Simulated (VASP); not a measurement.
Set up this calculation in VASP 6.6.1, as the native input.

* Task: single point
* Functional: PBEsol
* Potentials or basis: VASP PAW PBE potentials, release 64 (Gd)
* Cutoff: 520 eV
* k mesh: 6 × 6 × 6
* Occupations: methfessel-paxton, width 0.1 eV
* Spin: collinear spin, ferromagnetic start
* Starting moments: [7.0] μB
* Dipole correction: no
* Further INCAR settings: ALGO = Normal; EDIFF = 1e-06; NBANDS = 19

The structure of Gd lies in POSCAR:

```
Gd
1.0
   -1.9737317860      1.9737317860      1.9737317860
    1.9737317860     -1.9737317860      1.9737317860
    1.9737317860      1.9737317860     -1.9737317860
Gd
1
Direct
    0.0000000000      0.0000000000      0.0000000000
```

This isn't the form of Gd at room conditions, which is hcp.

These files were run (other wordings do the same):

INCAR

```
SYSTEM = Gd
ALGO = Normal ; EDIFF = 1E-6
ENCUT = 520 ; GGA = PS
ISIF = 2 ; ISMEAR = 1
ISPIN = 2 ; LASPH = .TRUE.
LCHARG = .FALSE. ; LMAXMIX = 6
LORBIT = 11 ; LREAL = .FALSE.
LWAVE = .FALSE. ; MAGMOM = 7
NBANDS = 19 ; NELM = 150
PREC = Accurate ; SIGMA = 0.1
```

KPOINTS

```
k-points
0
G
  6 6 6
  0 0 0
```

Potentials or basis: VASP PAW PBE potentials, release 64 (Gd).

The run is started by

```console
$ cat potpaw_PBE.64/Gd/POTCAR > POTCAR
$ mpirun -np 1 vasp_std > vasp.out
```

Results of the run:

```yaml
Pressure: -0.2 GPa
Net_moment: 7.56 μB per cell
Site_moments: Gd +7.01 μB
Valence_electrons_inside_the_program's_atomic_spheres: Gd 15.22
```

Caveat: the k points lie up to 0.38 Å⁻¹ apart; the PAW data sets were made with another functional, which shifts forces and pressure a little.

Wall time 64 s on 1 thread of Intel(R) Xeon(R) Platinum 8375C CPU @ 2.90GHz (Ice Lake) (shared host), peak memory 0.18 GiB.
